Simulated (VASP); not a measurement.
NaLaMnMoO6:

```
Na La Mn Mo O
1.0
     0.00000    3.86259    3.86259
     3.86259    0.00000    3.86259
     3.86259    3.86259    0.00000
Na La Mn Mo O
1 1 1 1 6
Direct
  0.25000 0.25000 0.25000
  0.75000 0.75000 0.75000
  0.50000 0.50000 0.50000
  0.00000 0.00000 0.00000
  0.74662 0.25338 0.25338
  0.25338 0.25338 0.74662
  0.25338 0.74662 0.25338
  0.74662 0.25338 0.74662
  0.74662 0.74662 0.25338
  0.25338 0.74662 0.74662
```

Base run:

```yaml
Program: VASP 6.6.1
Functional: PBE
Dispersion: D3(BJ)
Potentials_or_basis: VASP PAW PBE potentials, release 64 (Na_pv, La, Mn_pv, Mo_sv, O)
Cutoff: 520 eV
k_mesh: 5 × 5 × 5
Occupations: fermi-dirac, width 0.05 eV
Spin: collinear spin, ferromagnetic start
Starting_moments: "[0.0, 0.0, 4.0, 1.0, 0.0, 0.0, 0.0, 0.0, 0.0, 0.0] μB"
```

Its results: pressure -2.8 GPa; net moment -1.21 μB per cell; site moments Na -0.00; La +0.04; Mn -1.99; Mo +0.76; O -0.01 μB; largest force 0.066 eV/Å.

Q: The run is repeated on the same cell with these changes: dispersion from D3(BJ) to none. What comes out?

A: Pressure 0.5 GPa; net moment -1.21 μB per cell; site moments Na -0.00; La +0.04; Mn -1.99; Mo +0.76; O -0.01 μB; largest force 0.069 eV/Å.

Dispersion adds attraction, which lowers the pressure at fixed volume and, as a term added to the energy, leaves the levels alone.

Caveats: spin-orbit coupling is left out, which moves the levels of the heavy elements; a cell with one magnetic atom can't hold antiferromagnetic order, which such compounds often take; semilocal functionals often make such compounds metallic where correlation or magnetic order opens a gap, which also shifts bond lengths; three body term missing (at least some runs).
